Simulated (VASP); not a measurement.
# Ca (Fm-3m) in VASP: notebook

Runs on Ca. Level: LDA. Tasks: single point.

Program: VASP 6.6.1. These are calculated values, not measurements. Logs are shortened: lines on timing, memory, paths and dates and some standing lists are left out, and cuts for length are marked.

### Step 1. The cell of the first run

Symmetry: Fm-3m, No. 225, cubic system. Conventional cell: a = 5.339 Å, b = 5.339 Å, c = 5.339 Å, α = 90.00°, β = 90.00°, γ = 90.00°. Ca (site symmetry m-3m) has 12 Ca at 3.78 Å within 5.0 Å.

### Step 2. Single point, LDA

Contents of INCAR:

```
  ALGO = Fast
  EDIFF = 1E-6
  ENCUT = 520
  GGA = CA
  ISIF = 2
  ISMEAR = 0
  ISYM = 0
  LASPH = True
  LCHARG = False
  LREAL = False
  LWAVE = False
  NBANDS = 11
  NELM = 60
  PREC = Accurate
  SIGMA = 0.1
```

Contents of KPOINTS:

```
k-points
0
Gamma
  9 9 13
```

Contents of POSCAR:

```
Ca
1.0
    3.7750735677      0.0000000000      0.0000000000
    0.0000000000      3.7750735677      0.0000000000
    1.8875367839      1.8875367839      2.6693801192
Ca
1
Direct
    0.0000000000      0.0000000000      0.0000000000
```

Potentials or basis: VASP PAW LDA potentials, release 64 (Ca_sv).

On the command line:

```bash
> cat potpaw_LDA.64/Ca_sv/POTCAR > POTCAR
> mpirun -np 1 vasp_std > vasp.out
```

OUTCAR:

```text
EDIFF = 1E-6
   ENCUT = 520
   GGA = CA
   ISIF = 2
   ISMEAR = 0
   ISYM = 0
   LASPH = True
   LREAL = False
   NELM = 60
   PREC = Accurate

 ion  position               nearest neighbor table
   1  0.000  0.000  0.000-

IMPORTANT INFORMATION: All symmetrisations will be switched off!
NOSYMM: (Re-)initialisation of all symmetry stuff for point group C_1.

----------------------------------------------------------------------------------------

                                     Primitive cell

  volume of cell :      38.0418

  direct lattice vectors                    reciprocal lattice vectors
     3.775073568  0.000000000  0.000000000     0.264895500  0.000000000 -0.187309404
     0.000000000  3.775073568  0.000000000     0.000000000  0.264895500 -0.187309404
     1.887536784  1.887536784  2.669380119     0.000000000  0.000000000  0.374618809

  length of vectors
     3.775073568  3.775073568  3.775073568     0.324429405  0.324429405  0.374618809

  position of ions in fractional coordinates (direct lattice)
     0.000000000  0.000000000  0.000000000

  ion indices of the primitive-cell ions
   primitive index   ion index
                 1           1

----------------------------------------------------------------------------------------

 KPOINTS: k-points

Automatic generation of k-mesh.
 Grid dimensions read from file:
 generate k-points for:    9    9   13

 Generating k-lattice:

  Cartesian coordinates                     Fractional coordinates (reciprocal lattice)
     0.029432833  0.000000000 -0.020812156     0.111111111  0.000000000  0.000000000
     0.000000000  0.029432833 -0.020812156     0.000000000  0.111111111  0.000000000
     0.000000000  0.000000000  0.028816831     0.000000000  0.000000000  0.076923077

  Length of vectors
     0.036047712  0.036047712  0.028816831

  Shift w.r.t. Gamma in fractional coordinates (k-lattice)
     0.000000000  0.000000000  0.000000000

 -----------------------------------------------------------------------------
|                                                                             |
|           W    W    AA    RRRRR   N    N  II  N    N   GGGG   !!!           |
|           W    W   A  A   R    R  NN   N  II  NN   N  G    G  !!!           |
|           W    W  A    A  R    R  N N  N  II  N N  N  G       !!!           |
|           W WW W  AAAAAA  RRRRR   N  N N  II  N  N N  G  GGG   !            |
|           WW  WW  A    A  R   R   N   NN  II  N   NN  G    G                |
|           W    W  A    A  R    R  N    N  II  N    N   GGGG   !!!           |
|                                                                             |
|     Your reciprocal lattice and k-lattice belong to different lattice       |
|     classes:                                                                |
|                                                                             |
|        The reciprocal lattice is body-centered cubic,                       |
|        whereas your k-lattice is base-centered monoclinic.                  |
|                                                                             |
|     Results are often still useful ...                                      |
|                                                                             |
 -----------------------------------------------------------------------------

 WARNING: IBZKPT: internal override: KBLOWUP is changed to .FALSE.
      ... skipping the blow-up phase ...

 Subroutine IBZKPT returns following result:
 ===========================================

 Found    527 irreducible k-points:

 Following reciprocal coordinates:
            Coordinates               Weight
  0.000000  0.000000  0.000000      1.000000
  0.111111  0.000000  0.000000      2.000000
  0.222222  0.000000  0.000000      2.000000
  0.333333  0.000000  0.000000      2.000000
  0.444444  0.000000  0.000000      2.000000
  0.000000  0.111111  0.000000      2.000000
[... 16 lines left out ...]
 -0.111111  0.222222  0.000000      2.000000
  0.000000  0.333333  0.000000      2.000000
 [... further k-points ...]
   k-points           NKPTS =    527   k-points in BZ     NKDIM =    527   number of bands    NBANDS=     11
   number of dos      NEDOS =    301   number of ions     NIONS =      1
   total plane-waves  NPLWV =  21952
   dimension x,y,z NGX =    28 NGY =   28 NGZ =   28
   dimension x,y,z NGXF=    56 NGYF=   56 NGZF=   56
   ions per type =               1
   NGX,Y,Z   is equivalent  to a cutoff of  12.33, 12.33, 12.33 a.u.
   NGXF,Y,Z  is equivalent  to a cutoff of  24.66, 24.66, 24.66 a.u.
 SYSTEM =  unknown system
   PREC   = accura    normal or accurate (medium, high low for compatibility)
   ISTART =      0    job   : 0-new  1-cont  2-samecut
   ICHARG =      2    charge: 1-file 2-atom 10-const
   ISPIN  =      1    spin polarized calculation?
   LNONCOLLINEAR =      F non collinear calculations
   LSORBIT =      F    spin-orbit coupling
   LASPH  =      T    aspherical Exc in radial PAW
   ENCUT  =  520.0 eV  38.22 Ry    6.18 a.u.   7.02  7.02  7.02*2*pi/ulx,y,z
   NELM   =     60;   NELMIN=  2; NELMDL= -5     # of ELM steps
   EDIFF  = 0.1E-05   stopping-criterion for ELM
   LREAL  =      F    real-space projection
   EDIFFG = 0.1E-04   stopping-criterion for IOM
   NSW    =      0    number of steps for IOM
   IBRION =     -1    ionic relax: 0-MD 1-quasi-New 2-CG
   NFREE  =      0    steps in history (QN), initial steepest desc. (CG)
   ISIF   =      2    stress and relaxation
   ISYM   =      0    0-nonsym 1-usesym 2-fastsym
   POTIM  = 0.5000    time-step for ionic-motion
   TEBEG  =    0.0;   TEEND  =   0.0 temperature during run
   PSTRESS=    0.0 pullay stress
   NELECT =      10.0000    total number of electrons
   NUPDOWN=      -1.0000    fix difference up-down
   EMIN   =  10.00;   EMAX   =-10.00  energy-range for DOS
   EFERMI =   0.00;   METHOD = LEGACY
   ISMEAR =     0;   SIGMA  =   0.10  broadening in eV -4-tet -1-fermi 0-gaus
   EFERMI_NEDOS =   21; number of points for ismear=-14 and -15
   IALGO  =     68    algorithm
   IMIX   =      4    mixing-type and parameters
     AMIX     =   0.40;   BMIX     =  1.00
     AMIX_MAG =   1.60;   BMIX_MAG =  1.00
  volume/ion in A,a.u.               =      38.04       256.72
  Fermi-wavevector in a.u.,A,eV,Ry     =   1.048708  1.981770 14.963519  1.099788
  Thomas-Fermi vector in A             =   2.183640
   LORBIT       =      0    0 simple, 1 ext, 2 COOP (PROOUT), +10 PAW based schemes
   GGA     = CA    functional components
   LHFCALC =     F    Hartree Fock is set to
   AEXX    =    0.0000 exact exchange contribution
   IVDW    =     0    specifies the selected vdW correction
   LEPSILON=     F    determine dielectric tensor
   LRPA    =     F    only Hartree local field effects (RPA)
 non-spin polarized calculation
 RMM-DIIS sequential band-by-band and
 Gauss-broadening in eV      SIGMA  =   0.10
  energy-cutoff  :      520.00
  volume of cell :       38.04
 maximum number of plane-waves:      1037
   NGX = 13   NGY = 13   NGZ = 13

 number of electron      10.0000003 magnetization

 Free energy of the ion-electron system (eV)
  ---------------------------------------------------
  ext. energy  EPLUGINS =         0.00000000
  ---------------------------------------------------
  free energy    TOTEN  =        -2.20737884 eV

  energy without entropy =       -2.19887932  energy(sigma->0) =       -2.20312908

 E-fermi :   2.2220     XC(G=0):  -8.3060

 val. band max:        2.2199901352   @ k =   0.1111  -0.3333   0.3077
 cond. band min:       2.2221767379   @ k =  -0.3333   0.2222   0.3846
 fundamental gap:      0.0021866027
 Fermi energy:         2.2219516518

 k-point     1 :       0.0000    0.0000    0.0000
  band No.  band energies     occupation
      1     -39.1207      2.00000
      2     -20.3122      2.00000
      3     -20.3110      2.00000
      4     -20.3110      2.00000
      5      -1.9938      2.00000
      6       4.5540      0.00000
      7       4.5540      0.00000
      8       4.5544      0.00000
      9       5.7599      0.00000
     10       5.7611      0.00000
     11      11.8672      0.00000

 k-point     2 :       0.1111    0.0000    0.0000
  band No.  band energies     occupation
      1     -39.1180      2.00000
      2     -20.3366      2.00000
      3     -20.3152      2.00000
      4     -20.3144      2.00000
      5      -1.7631      2.00000
      6       4.3187      0.00000
      7       4.6388      0.00000
      8       4.6391      0.00000
      9       5.6903      0.00000
     10       5.6914      0.00000
     11      12.1348      0.00000

 k-point     3 :       0.2222    0.0000    0.0000
  band No.  band energies     occupation
      1     -39.1110      2.00000
      2     -20.3996      2.00000
      3     -20.3236      2.00000
      4     -20.3228      2.00000
      5      -1.1055      2.00000
      6       3.7644      0.00000
      7       4.7254      0.00000
      8       4.7254      0.00000
      9       5.7069      0.00000
     10       5.7077      0.00000
     11      10.7237      0.00000

 k-point     4 :       0.3333    0.0000    0.0000
  band No.  band energies     occupation
      1     -39.1030      2.00000
      2     -20.4702      2.00000
      3     -20.3332      2.00000
      4     -20.3324      2.00000
      5      -0.1344      2.00000
      6       3.0953      0.00000
      7       4.5925      0.00000
      8       4.5929      0.00000
      9       6.0832      0.00000
     10       6.0836      0.00000
     11       9.0794      0.00000
[... 239 lines left out ...]
 k-point    22 :      -0.2222    0.2222    0.0000
  band No.  band energies     occupation
      1     -39.1077      2.00000
      2     -20.3959      2.00000
      3     -20.3437      2.00000
      4     -20.3425      2.00000
      5      -0.8216      2.00000
      6       3.6048      0.00000
      7       4.6764      0.00000
      8       5.0869      0.00000
      9       5.0874      0.00000
     10       6.0615      0.00000
     11      12.1835      0.00000

 k-point    23 :      -0.1111    0.2222    0.0000
  band No.  band energies     occupation
      1     -39.1115      2.00000
      2     -20.3824      2.00000
      3     -20.3308      2.00000
      4     -20.3271      2.00000
      5      -1.1727      2.00000
      6       3.8441      0.00000
      7       4.7396      0.00000
      8       4.8204      0.00000
      9       5.2933      0.00000
     10       5.9308      0.00000
     11      11.4764      0.00000

 k-point    24 :       0.0000    0.3333    0.0000
  band No.  band energies     occupation
      1     -39.1030      2.00000
      2     -20.4702      2.00000
      3     -20.3332      2.00000
      4     -20.3324      2.00000
      5      -0.1344      2.00000
      6       3.0954      0.00000
      7       4.5925      0.00000
      8       4.5929      0.00000
      9       6.0832      0.00000
     10       6.0836      0.00000
     11       9.0794      0.00000

 [... further k-points ...]

------------------------ aborting loop because EDIFF is reached ----------------------------------------

  FORCE on cell =-STRESS in cart. coord.  units (eV):
  Direction    XX          YY          ZZ          XY          YZ          ZX
  --------------------------------------------------------------------------------------
  -------------------------------------------------------------------------------------
  Total        0.0068590      0.0068999     -0.0141460      0.0021895     -0.0013707     -0.0013683
  in kB        0.2888746      0.2905982     -0.5957766      0.0922141     -0.0577282     -0.0576262
  external PRESSURE =      -0.0054346 kB  Pullay stress =       0.0000000 kB

 VOLUME and BASIS-vectors are now :
 -----------------------------------------------------------------------------
  energy-cutoff  :      520.00
  volume of cell :       38.04
      direct lattice vectors                 reciprocal lattice vectors
     3.775073568  0.000000000  0.000000000     0.264895500  0.000000000 -0.187309404
     0.000000000  3.775073568  0.000000000     0.000000000  0.264895500 -0.187309404
     1.887536784  1.887536784  2.669380119     0.000000000  0.000000000  0.374618809

 POSITION                                       TOTAL-FORCE (eV/Angst)
 -----------------------------------------------------------------------------------
      0.00000      0.00000      0.00000         0.000001     -0.000014     -0.000002
 -----------------------------------------------------------------------------------
    total drift:                                0.000001     -0.000014     -0.000002

  FREE ENERGIE OF THE ION-ELECTRON SYSTEM (eV)
  ---------------------------------------------------
  free  energy   TOTEN  =        -2.2073788390 eV

  energy  without entropy=       -2.1988793166  energy(sigma->0) =       -2.20312908
```

Run time: 4 min. Hardware: 1 thread of Intel Xeon Platinum 8259CL at 2.50GHz (Skylake/Cascade Lake), shared host; peak memory 0.31 GiB.

What came out:

- Free energy: -2.2074 eV
- Pressure: 0.0 GPa
- Band gap on the k mesh: zero (bands 5 and 6 overlap by 0.07 eV)

### Step 3. Single point, LDA

This run uses another cell than the first one, of the same volume but with other edges.

Contents of INCAR:

```
SYSTEM = Ca
  PREC = Accurate
  ENCUT = 520
  EDIFF = 1E-6
  ISMEAR = 0
  SIGMA = 0.1
  LREAL = .False.
  LASPH = .True.
  NELM = 100
  ALGO = Fast
  ISIF = 2
  LWAVE = .False.
  LCHARG = .False.
  GGA = CA
  NBANDS = 11
  ISYM = 0
```

Contents of KPOINTS:

```
regular mesh
0
Gamma
  9 7 18
  0 0 0
```

Contents of POSCAR:

```
Ca
1.0
    3.7750735674      0.0000000000      0.0000000000
    0.0000000000      5.3387602380      0.0000000000
    1.8875367837      2.6693801190      1.8875367837
Ca
1
Direct
    0.0000000000      0.0000000000      0.0000000000
```

Potentials or basis: VASP PAW LDA potentials, release 64 (Ca_sv).

On the command line:

```bash
> cat potpaw_LDA.64/Ca_sv/POTCAR > POTCAR
> mpirun -np 1 vasp_std > vasp.out
```

OUTCAR:

```text
SYSTEM = Ca
   PREC = Accurate
   ENCUT = 520
   EDIFF = 1E-6
   ISMEAR = 0
   LREAL = .False.
   LASPH = .True.
   NELM = 100
   ISIF = 2
   GGA = CA
   ISYM = 0

 ion  position               nearest neighbor table
   1  0.000  0.000  0.000-

IMPORTANT INFORMATION: All symmetrisations will be switched off!
NOSYMM: (Re-)initialisation of all symmetry stuff for point group C_1.

----------------------------------------------------------------------------------------

[... 507 lines left out ...]

  FORCE on cell =-STRESS in cart. coord.  units (eV):
  Direction    XX          YY          ZZ          XY          YZ          ZX
  --------------------------------------------------------------------------------------
  -------------------------------------------------------------------------------------
  Total       -0.0072105     -0.0116756      0.0221922     -0.0000023     -0.0052377      0.0000055
  in kB       -0.3036782     -0.4917317      0.9346512     -0.0000966     -0.2205919      0.0002326
  external PRESSURE =       0.0464137 kB  Pullay stress =       0.0000000 kB

 VOLUME and BASIS-vectors are now :
 -----------------------------------------------------------------------------
  energy-cutoff  :      520.00
  volume of cell :       38.04
      direct lattice vectors                 reciprocal lattice vectors
     3.775073567  0.000000000  0.000000000     0.264895500  0.000000000 -0.264895500
     0.000000000  5.338760238  0.000000000     0.000000000  0.187309404 -0.264895500
     1.887536784  2.669380119  1.887536784     0.000000000  0.000000000  0.529791000

 POSITION                                       TOTAL-FORCE (eV/Angst)
 -----------------------------------------------------------------------------------
      0.00000      0.00000      0.00000         0.000000     -0.000000      0.000005
 -----------------------------------------------------------------------------------
    total drift:                                0.000000     -0.000000      0.000005

  FREE ENERGIE OF THE ION-ELECTRON SYSTEM (eV)
  ---------------------------------------------------
  free  energy   TOTEN  =        -2.2074602896 eV

  energy  without entropy=       -2.1995758145  energy(sigma->0) =       -2.20351805
```

OSZICAR:

```text
N       E                     dE             d eps       ncg     rms          rms(c)
DAV:   1     0.670086309294E+02    0.67009E+02   -0.50788E+03 12496   0.837E+02
DAV:   2    -0.692035454272E+00   -0.67701E+02   -0.67030E+02 13626   0.211E+02
DAV:   3    -0.215002032030E+01   -0.14580E+01   -0.14406E+01 17731   0.307E+01
DAV:   4    -0.222776313125E+01   -0.77743E-01   -0.77356E-01 16333   0.548E+00
DAV:   5    -0.222969336887E+01   -0.19302E-02   -0.19297E-02 17543   0.688E-01    0.222E+00
RMM:   6    -0.221327217739E+01    0.16421E-01   -0.11610E-02 13032   0.116E+00    0.137E+00
RMM:   7    -0.220766101407E+01    0.56112E-02   -0.23007E-02 14682   0.188E+00    0.117E-01
RMM:   8    -0.220728935863E+01    0.37166E-03   -0.60677E-03 14818   0.919E-01    0.319E-02
RMM:   9    -0.220742107736E+01   -0.13172E-03   -0.16231E-03 18414   0.428E-01    0.249E-02
RMM:  10    -0.220745099745E+01   -0.29920E-04   -0.29367E-04 19498   0.163E-01    0.725E-03
RMM:  11    -0.220745964785E+01   -0.86504E-05   -0.61410E-05 20062   0.696E-02    0.132E-02
RMM:  12    -0.220746028962E+01   -0.64178E-06   -0.73685E-06 16839   0.243E-02
   1 F= -.22074603E+01 E0= -.22035181E+01  d E =-.788448E-02
```

stdout:

```text
POSCAR found type information on POSCAR Ca
 POSCAR found :  1 types and       1 ions
 scaLAPACK will be used
 LDA part: xc-table for (Slater(with rela. corr.)+CA(PZ))
 , standard interpolation
 -----------------------------------------------------------------------------
|                                                                             |
|           W    W    AA    RRRRR   N    N  II  N    N   GGGG   !!!           |
[... 18 lines left out ...]
 FFT: planning ... GRID_SOFT
 FFT: planning ... GRID
 WAVECAR not read
 entering main loop
WARNING in EDDRMM: call to ZHEGV failed, returncode =   6  3      6
WARNING in EDDRMM: call to ZHEGV failed, returncode =   8  4      5
WARNING in EDDRMM: call to ZHEGV failed, returncode =   6  3      9
WARNING in EDDRMM: call to ZHEGV failed, returncode =   8  4      6
WARNING in EDDRMM: call to ZHEGV failed, returncode =   8  4      5
```

Run time: 6.4 min. Hardware: 1 thread of Intel Xeon 8259CL, shared host; peak memory 0.35 GiB.

Results:

| Item | Value |
| --- | --- |
| Free energy | -2.2075 eV |
| Pressure | 0.0 GPa |
| Band gap on the k mesh | zero (bands 5 and 6 overlap by 0.10 eV) |

Levels at points of the mesh, in eV from the Fermi level:
```tsv
k point	band 1	band 2	band 3	band 4	band 5	band 6	band 7	band 8	band 9	band 10
(0.00, 0.00, 0.00)	-41.34	-22.53	-22.53	-22.53	-4.21	2.34	2.34	2.34	3.54	3.55
(0.00, 0.00, 0.50)	-41.30	-22.72	-22.60	-22.60	-0.61	0.42	1.20	4.32	4.53	4.53
```
